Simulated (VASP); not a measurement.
# NaF (Villiaumite): single point with PBE

The system is NaF (Villiaumite).

```
CELL_PARAMETERS angstrom
0.00000 2.32000 2.32000
2.32000 0.00000 2.32000
2.32000 2.32000 0.00000
ATOMIC_POSITIONS crystal
Na 0.99569 0.00431 0.99569
F 0.50000 0.50000 0.50000
```

* Program: VASP 6.6.1
* Task: single point
* Functional: PBE
* Potentials or basis: VASP PAW PBE potentials, release 64 (Na_pv, F)
* Cutoff: 520 eV
* k mesh: 8 × 8 × 8
* Occupations: gaussian, width 0.01 eV
* Spin: no spin polarisation
* Dipole correction: no
* Further INCAR settings: ALGO = Normal; EDIFF = 1e-07; NBANDS = 14

```yaml
Pressure: 1.8 GPa
Largest_force: 0.048 eV/Å
Band_gap_on_the_k_mesh: 6.28 eV, direct
```

Forces on the atoms (eV/Å):
```
Na   0.000  0.048  0.000
F    0.000 -0.048  0.000
```

Levels at points of the mesh, in eV from the valence-band top:
```tsv
k point	band 3	band 4	band 5	band 6	band 7	band 8	band 9	band 10	band 11	band 12
(0.00, 0.00, 0.00)	-18.96	-18.96	0.00	0.00	0.00	6.28	18.95	18.95	18.95	21.80
(0.50, 0.00, 0.00)	-18.97	-18.19	-1.58	-0.25	-0.25	10.76	12.43	20.07	20.07	22.87
(0.50, 0.50, 0.00)	-19.01	-18.91	-1.27	-0.40	-0.40	13.12	13.29	13.56	19.72	19.72
(0.50, 0.00, 0.50)	-19.01	-18.91	-1.27	-0.40	-0.40	13.12	13.29	13.57	19.72	19.72
```

Run time: 8.2 s on 1 thread of Intel Xeon 6975P-C (shared host), peak memory 0.14 GiB.
